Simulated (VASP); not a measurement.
Set up this calculation in VASP 6.6.1, as the native input.

- Task: relaxation of cell and atoms
- Functional: PBE
- Potentials or basis: VASP PAW PBE potentials, release 64 (Cd, Hg, Te)
- Cutoff: 600 eV
- k mesh: 6 × 6 × 6
- Occupations: gaussian, width 0.01 eV
- Spin: no spin polarisation
- Dipole correction: no
- Further INCAR settings: ALGO = Normal; EDIFF = 1e-07; IBRION = 2; EDIFFG = -0.01; NSW = 100; ISIF = 3

The structure of Cd3HgTe4 lies in POSCAR:

```
Cd3HgTe4
1.0
    6.6210083656      0.0000000000      0.0000000000
    0.0000000000      6.6210083656      0.0000000000
    0.0000000000      0.0000000000      6.6210083656
Cd Hg Te
3 1 4
Direct
    0.0000000000      0.0000000000      0.5000000000
    0.0000000000      0.5000000000      0.0000000000
    0.5000000000      0.0000000000      0.0000000000
    0.5000000000      0.5000000000      0.5000000000
    0.2490940360      0.2490940360      0.2490940360
    0.2490940360      0.7509059640      0.7509059640
    0.7509059640      0.2490940360      0.7509059640
    0.7509059640      0.7509059640      0.2490940360
```

One way to write it, as run:

INCAR

```
SYSTEM = Cd3HgTe4
PREC = Accurate ; ENCUT = 600
EDIFF = 1E-7 ; ISMEAR = 0
SIGMA = 0.01 ; LREAL = .False.
LASPH = .True. ; NELM = 60
ALGO = Normal ; ISIF = 3
LWAVE = .False. ; LCHARG = .False.
GGA = PE ; IBRION = 2
NSW = 100 ; EDIFFG = -0.01
```

KPOINTS

```
Automatic mesh
0
Gamma
  6 6 6
  0 0 0
```

Potentials or basis: VASP PAW PBE potentials, release 64 (Cd, Hg, Te).

The run is started by

```console
$ cat potpaw_PBE.64/Cd/POTCAR potpaw_PBE.64/Hg/POTCAR potpaw_PBE.64/Te/POTCAR > POTCAR
$ mpirun -np 1 vasp_std > vasp.out
```

Results of the run:

The relaxed volume is 36.47 Å³/atom, the relaxed cell is a = 6.632 Å, b = 6.632 Å, c = 6.632 Å, α = 90.00°, β = 90.00°, γ = 90.00° and the space group after relaxing (to 0.1 Å) is P-43m (No. 215). The energy gained by relaxing is 0.1 meV/atom and the ionic steps are 2. The pressure after relaxing is 0.0 GPa and the band gap on the k mesh is 0.17 eV.

Caveat: spin-orbit coupling is left out, which moves the levels of the heavy elements.

Run time: 9.3 min on 1 thread of Oxide Virtual Turin-like Processor (shared host), peak memory 0.58 GiB.
